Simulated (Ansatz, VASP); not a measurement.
# Ga in VASP and in Ansatz

The input INCAR:

```
SYSTEM = Ga
PREC = Accurate
ENCUT = 520
EDIFF = 1E-8
ISMEAR = -1
SIGMA = 0.03
LREAL = .False.
LASPH = .True.
NELM = 100
ALGO = Normal
ISIF = 2
LWAVE = .False.
LCHARG = .False.
GGA = PS
LEFG = .True.
NBANDS = 12
```

KPOINTS

```
Automatic mesh
0
Gamma
  16 16 16
  0 0 0
```

File POSCAR:

```
Ga
1.0
   -1.3850247009      1.3850247009      2.1988746855
    1.3850247009     -1.3850247009      2.1988746855
    1.3850247009      1.3850247009     -2.1988746855
Ga
1
Direct
    0.0000000000      0.0000000000      0.0000000000
```

Input for Ansatz:

```yaml
crystal:
  lattice:
    - [-1.3850247009, 1.3850247009, 2.1988746855]
    - [1.3850247009, -1.3850247009, 2.1988746855]
    - [1.3850247009, 1.3850247009, -2.1988746855]
  atoms:
    - { symbol: Ga, position: [0.0, 0.0, 0.0] }
kpoints:
  mp_grid: { grid: [16, 16, 16] }
scf:
  occupations: { method: fermi_dirac, width: 0.03 }
hamiltonian:
  xc: pbesol
  pseudopotentials: { kind: all_electron, datasets: crystal }
output:
  forces: true
  stress: true
  eigenvalues: true
  efg: { contact_densities: true }
```

Change from the starting cell: volume scaled by 0.96, crystal datasets.

Alike in both runs: task electric field gradients; functional PBEsol; k mesh 16 × 16 × 16; occupations fermi-dirac, width 0.03 eV; no spin polarisation.

```csv
,VASP,Ansatz
version,VASP 6.6.1,Ansatz 0.2.0
potentials or method,"VASP PAW PBE potentials, release 64 (Ga_d), cutoff 520 eV","all-electron PAW with datasets made for the crystal, scalar-relativistic"
```

```csv
,VASP,Ansatz,Ansatz less VASP
pressure (GPa),3.5,3.5,-0.05
"traceless stress, the component that is largest in VASP (GPa)",-0.77,-0.76,+0.005
size of Vzz on the site where it differs most (V/Å²),22.8,24.1,+1.29
```

VASP's potentials were made for PBE, not for PBEsol. Ansatz ran all-electron here, and VASP with PAW potentials.
